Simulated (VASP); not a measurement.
A run of VASP 6.6.1:

File INCAR:

```
SYSTEM = Cu
PREC = Accurate
ENCUT = 700
EDIFF = 1E-6
ISMEAR = -1
SIGMA = 0.05
LREAL = .FALSE.
LASPH = .TRUE.
NELM = 120
ALGO = Normal
ISIF = 2
LWAVE = .FALSE.
LCHARG = .FALSE.
GGA = PS
NBANDS = 46
GGA_COMPAT = .FALSE.
```

KPOINTS

```
regular mesh
0
G
  12 12 4
  0 0 0
```

The input POSCAR:

```
Cu
1.0
    2.5307640267      0.0000000000      0.0000000000
   -1.2653820134      2.1917059381      0.0000000000
    0.0000000000      0.0000000000      8.2618150800
Cu
4
Direct
    0.6666666667      0.3333333333      0.7500000000
    0.0000000000      0.0000000000      0.5000000000
    0.3333333333      0.6666666667      0.2500000000
    0.0000000000      0.0000000000      0.0000000000
```

Potentials or basis: VASP PAW PBE potentials, release 64 (Cu_sv_GW).

The run is started by

```sh
$ cat potpaw_PBE.64/Cu_sv_GW/POTCAR > POTCAR
$ mpirun -np 1 vasp_std > vasp.out
```

Hardware: 1 thread of Intel(R) Xeon(R) Platinum 8259CL CPU @ 2.50GHz (Skylake/Cascade Lake), with other jobs on the host.

Task: Estimate the wall time of this run.

Result: Wall time 3.3 min on 1 thread of Intel(R) Xeon(R) Platinum 8259CL CPU @ 2.50GHz (Skylake/Cascade Lake) (shared host), peak memory 0.3 GiB. Counts: scf iterations 15, k points 57.
